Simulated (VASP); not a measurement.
# Cu (I4/mmm) in VASP: a series of runs, part 2 of 2

VASP 6.6.1.

**4. Single point, PBEsol (strain +0.080 along x and y, -0.040 along z)**

File INCAR:

```
SYSTEM = Cu
PREC = Accurate
ENCUT = 520
EDIFF = 1E-7
ISMEAR = 0
SIGMA = 0.15
LREAL = .FALSE.
LASPH = .TRUE.
NELM = 100
ALGO = Normal
ISIF = 2
LWAVE = .FALSE.
LCHARG = .TRUE.
GGA = PS
LELF = .TRUE.
LVHAR = .TRUE.
NBANDS = 12
```

File KPOINTS:

```
regular mesh
0
G
  22 22 22
  0 0 0
```

File POSCAR:

```
Cu
1.0
    0.0000000000      1.9521000000      1.7352000000
    1.9521000000      0.0000000000      1.7352000000
    1.9521000000      1.9521000000      0.0000000000
Cu
1
Direct
    0.0000000000      0.0000000000      0.0000000000
```

Potentials or basis: VASP PAW PBE potentials, release 64 (Cu).

Run with:

```sh
> cat potpaw_PBE.64/Cu/POTCAR > POTCAR
> mpirun -np 1 vasp_std > vasp.out
```

OUTCAR:

```text
SYSTEM = Cu
   PREC = Accurate
   ENCUT = 520
   EDIFF = 1E-7
   ISMEAR = 0
   LREAL = .FALSE.
   LASPH = .TRUE.
   NELM = 100
   ISIF = 2
   GGA = PS

 ion  position               nearest neighbor table
   1  0.000  0.000  0.000-

  LATTYP: Found a body centered tetragonal cell.
 ALAT       =     2.7606862951
 C/A-ratio  =     1.2570787221

  Lattice vectors:

 A1 = (   0.0000000000,  -1.9521000000,  -1.7352000000)
 A2 = (   0.0000000000,   1.9521000000,  -1.7352000000)
 A3 = (   1.9521000000,   0.0000000000,   1.7352000000)

Analysis of symmetry for initial positions (statically):
=====================================================================
 Subroutine PRICEL returns:
 Original cell was already a primitive cell.

 Routine SETGRP: Setting up the symmetry group for a
 body centered tetragonal supercell.

 Subroutine GETGRP returns: Found 16 space group operations
 (whereof 16 operations were pure point group operations)
 out of a pool of 16 trial point group operations.

The static configuration has the point symmetry D_4h.

Analysis of symmetry for dynamics (positions and initial velocities):
=====================================================================
 Subroutine PRICEL returns:
[... 160 lines left out ...]
 Fermi energy:         6.0650636159

 k-point     1 :       0.0000    0.0000    0.0000
  band No.  band energies     occupation
      1      -2.4726      2.00000
      2       3.2628      2.00000
      3       3.2628      2.00000
      4       3.6945      2.00000
      5       3.8282      2.00000
      6       4.2604      2.00000
      7      28.0057      0.00000
      8      29.6168      0.00000
      9      29.6168      0.00000
     10      29.8192      0.00000
     11      32.0139      0.00000
     12      32.2148      0.00000
[... 331 lines left out ...]
 k-point    24 :      -0.4545    0.0455    0.0000
  band No.  band energies     occupation
      1       1.6142      2.00000
      2       3.1446      2.00000
      3       3.5828      2.00000
      4       4.2673      2.00000
      5       4.6265      2.00000
      6       5.4250      2.00000
      7       9.7297      0.00000
      8      24.4867      0.00000
      9      24.8760      0.00000
     10      28.0715      0.00000
     11      28.5954      0.00000
     12      30.9391      0.00000

 [... further k-points ...]
[... 5 lines left out ...]
  --------------------------------------------------------------------------------------
  -------------------------------------------------------------------------------------
  Total       -1.4619074     -1.4619074     -1.2386230      0.0000000      0.0000000     -0.0000000
  in kB     -177.1115091   -177.1115091   -150.0603821      0.0000000      0.0000000     -0.0000000
  external PRESSURE =    -168.0944668 kB  Pullay stress =       0.0000000 kB

 VOLUME and BASIS-vectors are now :
 -----------------------------------------------------------------------------
  energy-cutoff  :      520.00
  volume of cell :       13.22
      direct lattice vectors                 reciprocal lattice vectors
     0.000000000  1.952100000  1.735200000    -0.256134419  0.256134419  0.288151222
     1.952100000  0.000000000  1.735200000     0.256134419 -0.256134419  0.288151222
     1.952100000  1.952100000  0.000000000     0.256134419  0.256134419 -0.288151222

 POSITION                                       TOTAL-FORCE (eV/Angst)
 -----------------------------------------------------------------------------------
      0.00000      0.00000      0.00000         0.000000      0.000000     -0.000000
 -----------------------------------------------------------------------------------
    total drift:                                0.000000     -0.000000      0.000000

  FREE ENERGIE OF THE ION-ELECTRON SYSTEM (eV)
  ---------------------------------------------------
  free  energy   TOTEN  =        -4.1848940559 eV

  energy  without entropy=       -4.1807602571  energy(sigma->0) =       -4.18282716
```

Wall time 3.4 min (1 thread of Intel Xeon Platinum 8259CL at 2.50GHz (Skylake/Cascade Lake), shared host); peak memory 0.23 GiB.

What came out:

```
Free energy : -4.1849 eV
Pressure    : -16.8 GPa
```

Stress tensor (GPa, compression positive):
```
-17.71   0.00   0.00
  0.00 -17.71   0.00
  0.00   0.00 -15.01
```

Caveat: the cell differs from its parent crystal (strain +0.080 along x and y, -0.040 along z); the PAW data sets were made with another functional, which shifts forces and pressure a little.

**5. Single point, PBEsol (strain +0.080 along x and y, +0.000 along z)**

File INCAR:

```
PREC = Accurate ; ENCUT = 520
EDIFF = 1E-7 ; ISMEAR = 0
SIGMA = 0.15 ; LREAL = F
LASPH = T ; NELM = 80
ALGO = Normal ; ISIF = 2
LWAVE = F ; LCHARG = T
GGA = PS ; LELF = T
LVHAR = T ; NBANDS = 12
```

File KPOINTS:

```
Automatic mesh
0
Gamma
  22 22 22
```

File POSCAR:

```
Cu
1.0
    0.0000000000      1.9521000000      1.8075000000
    1.9521000000      0.0000000000      1.8075000000
    1.9521000000      1.9521000000      0.0000000000
Cu
1
Direct
    0.0000000000      0.0000000000      0.0000000000
```

Run with:

```sh
> cat potpaw_PBE.64/Cu/POTCAR > POTCAR
> mpirun -np 1 vasp_std > vasp.out
```

It took 4.3 min on 1 thread of Intel Xeon Platinum 8259CL at 2.50GHz (Skylake/Cascade Lake), shared host; peak memory 0.24 GiB.

The run converged. Its results:

```
Free energy : -4.1282 eV
Pressure    : -19.4 GPa
```

Stress tensor (GPa, compression positive):
```
-20.12   0.00   0.00
  0.00 -20.12   0.00
  0.00   0.00 -18.00
```

Levels at points of the mesh, in eV from the Fermi level:
```
           k point  band 4  band 5  band 6  band 7  band 8  band 9
(0.00, 0.00, 0.00)   -2.39   -2.08   -1.80   21.45   22.88   22.88
(0.50, 0.00, 0.00)   -1.55   -1.42   -0.58    3.07   18.65   18.92
(0.50, 0.50, 0.00)   -1.36   -1.36    2.62    7.39   10.84   10.84
(0.50, 0.00, 0.50)   -1.47   -1.30    1.12    5.48   12.42   12.64
```

Caveat: the cell differs from its parent crystal (strain +0.080 along x and y, +0.000 along z); the PAW data sets were made with another functional, which shifts forces and pressure a little.

**6. Summary**

| cell | gap on the mesh (eV) | pressure (GPa) |
| --- | --- | --- |
| a = 2.558, b = 2.558, c = 2.658 Å, angles 58.7, 58.7, 62.6°, 1 atom | none | -10.2 |
| a = 2.564, b = 2.564, c = 2.761 Å, angles 57.4, 57.4, 65.1°, 1 atom | none | -13.3 |
| a = 2.612, b = 2.612, c = 2.761 Å, angles 58.1, 58.1, 63.8°, 1 atom | none | -16.8 |
| a = 2.660, b = 2.660, c = 2.761 Å, angles 58.7, 58.7, 62.5°, 1 atom | none | -19.4 |

Alike in all rows: task single point; level PBEsol; potentials or basis VASP PAW PBE potentials, release 64 (Cu); no spin polarisation; k mesh 22 × 22 × 22; cutoff (eV) 520; smearing gaussian 0.15 eV.

Caveats: the PAW data sets were made with another functional, which shifts forces and pressure a little.

Total energies depend on the potentials used, so only differences within one code and one set of settings carry meaning.
